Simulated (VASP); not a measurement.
Crystal: NdS5.

```
Nd S
1.0
     0.00000    3.80825    3.80825
     3.80825    0.00000    3.80825
     3.80825    3.80825    0.00000
Nd S
1 5
Direct
  0.00000 0.00000 0.00000
  0.75000 0.75000 0.75000
  0.87045 0.37652 0.37652
  0.37652 0.37652 0.37652
  0.37652 0.87045 0.37652
  0.37652 0.37652 0.87045
```

The cell was built from a structure type or drawn by symmetry, and may not be a known phase.

| Item | Value |
| --- | --- |
| Program | VASP 6.6.1 |
| Task | relaxation of cell and atoms |
| Functional | PBE |
| Potentials or basis | VASP PAW PBE potentials, release 64 (Nd, S) |
| Cutoff | 600 eV |
| k mesh | 8 × 8 × 8 |
| Occupations | gaussian, width 0.1 eV |
| Spin | no spin polarisation |

At the start: pressure -4.2 GPa; volume 18.41 Å³/atom.

Q: How do energy, volume and symmetry change on relaxing?

A: Over 10 steps the energy falls by 19.2 meV/atom and the volume is 17.30 Å³/atom (-6.1 %); space group F-43m (No. 216, to 0.1 Å) before and after.

Step by step:
| step | energy change (eV) | largest force (eV/Å) | pressure (GPa) | volume (Å³) |
| --- | --- | --- | --- | --- |
| 1 | 0.0000 | 0.3083 | -4.25 | 110.46 |
| 2 | -0.1076 | 0.1862 | 0.79 | 102.84 |
| 3 | -0.1088 | 0.2000 | 0.27 | 103.48 |
| 4 | -0.1144 | 0.0684 | 0.18 | 103.62 |
| 5 | -0.1153 | 0.0053 | 0.12 | 103.69 |
| 6 | -0.1153 | 0.0002 | 0.14 | 103.70 |
| 7 | -0.1153 | 0.0059 | 0.14 | 103.71 |
| 8 | -0.1153 | 0.0033 | -0.12 | 103.96 |
| 9 | -0.1153 | 0.0053 | -0.14 | 103.83 |
| 10 | -0.1153 | 0.0064 | 0.08 | 103.77 |

Final structure:
```
Nd S
1.0
     0.00000    3.72977    3.72977
     3.72977    0.00000    3.72977
     3.72977    3.72977    0.00000
Nd S
1 5
Cartesian
  0.0000 0.0000 0.0000
  5.5947 5.5947 5.5947
  2.7917 4.6679 4.6679
  2.7917 2.7917 2.7917
  4.6679 2.7917 4.6679
  4.6679 4.6679 2.7917
```

Caveat: the run has no spin polarisation, though such a crystal can be magnetic; semilocal functionals describe open f shells poorly, which spoils levels, moments and volumes.
